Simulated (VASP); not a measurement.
CdSiN2, 4 atoms in the cell. The structure is tetragonal, space group P-4m2 (No. 115). Conventional cell: a = 2.964 Å, b = 2.964 Å, c = 5.110 Å, α = 90.00°, β = 90.00°, γ = 90.00°. Within 3.0 Å of Cd (site symmetry -4m2) lie 4 N at 2.20 Å and 4 Cd at 2.96 Å. Within 2.3 Å of N (site symmetry 2mm) lie 2 Si at 1.75 Å and 2 Cd at 2.20 Å. Within 2.3 Å of Si (site symmetry -4m2) lie 4 N at 1.75 Å.  This cell differs from its parent crystal: biaxial xy strain -2.3%.

```yaml
Program: VASP 6.6.1
Task: single point
Functional: r2SCAN
Potentials_or_basis: VASP PAW PBE potentials, release 64 (Cd, N, Si)
Cutoff: 520 eV
k_mesh: 8 × 8 × 6
Occupations: gaussian, width 0.01 eV
Spin: no spin polarisation
Dipole_correction: no
Further_INCAR_settings: ALGO = Normal; EDIFF = 1e-07; NBANDS = 21
```

Potentials or basis: VASP PAW PBE potentials, release 64 (Cd, N, Si).

Command:

```bash
$ cat potpaw_PBE.64/Cd/POTCAR potpaw_PBE.64/N/POTCAR potpaw_PBE.64/Si/POTCAR > POTCAR
$ cp INCAR.step1 INCAR
$ mpirun -np 1 vasp_std > vasp.out
$ cp INCAR.step2 INCAR
$ mpirun -np 1 vasp_std > vasp.out
```

Hardware: 1 thread of Intel(R) Xeon(R) Platinum 8375C CPU @ 2.90GHz (Ice Lake), on a shared host.

Problem. How long does it take, and how much memory?

Solution. Run time: 110 s on 1 thread of Intel(R) Xeon(R) Platinum 8375C CPU @ 2.90GHz (Ice Lake), with other jobs on the host, peak memory 0.2 GiB. Counts: k points 60.
